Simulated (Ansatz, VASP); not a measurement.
# One calculation of Cd5B3SO8F, two programs

```
CELL_PARAMETERS angstrom
4.02850 -7.98300 0.00000
4.02850 7.98300 0.00000
-0.60212 0.00000 3.39400
ATOMIC_POSITIONS crystal
Cd 0.25301 0.22987 0.75942
Cd 0.98113 0.73946 0.08657
Cd 0.74060 0.96809 0.08977
Cd 0.63751 0.30869 0.40360
Cd 0.31895 0.68168 0.42375
B 0.91083 0.32890 0.82774
B 0.35740 0.96189 0.83775
B 0.61350 0.60510 0.47397
O 0.86411 0.43063 0.01433
O 0.45341 0.91256 0.04819
O 0.78519 0.63768 0.53146
O 0.60814 0.75686 0.52718
O 0.43515 0.14812 0.83024
O 0.45689 0.42303 0.36162
O 0.78314 0.15347 0.62556
O 0.17857 0.82281 0.63690
S 0.15889 0.43127 0.84760
F 0.03601 0.03230 0.17843
```

Alike in both runs: functional PBE; k mesh 3 × 3 × 6; occupations fermi-dirac, width 0.02 eV; no spin polarisation.

Ansatz relaxed the structure, and its values are those at the end. VASP's run is a single point on that final structure, the one shown.

|  | VASP | Ansatz |
| --- | --- | --- |
| version | VASP 6.6.1 | Ansatz 0.2.0 |
| potentials or method | VASP PAW PBE potentials, release 64 (Cd, B, O, S, F) | plane-wave PAW, scalar-relativistic |
| plane-wave cutoff (eV) | 520 | 420 |
| valence electrons in the cell | 130 | 170 |

Ansatz gave:

- gap on the k mesh at the Fermi level (eV): 1.31
- pressure (GPa): 11.8
- rms of the force components (eV/Å): 0.005

Question: What did VASP give for the same quantities?

Answer: gap on the k mesh at the Fermi level (eV): 1.30; pressure (GPa): 12.9; rms of the force components (eV/Å): 0.031.

VASP's potentials hold 130 valence electrons a cell and Ansatz's 170, so a difference there can come from the potentials and not from the codes. Ansatz's warnings: stress scf threshold loose.
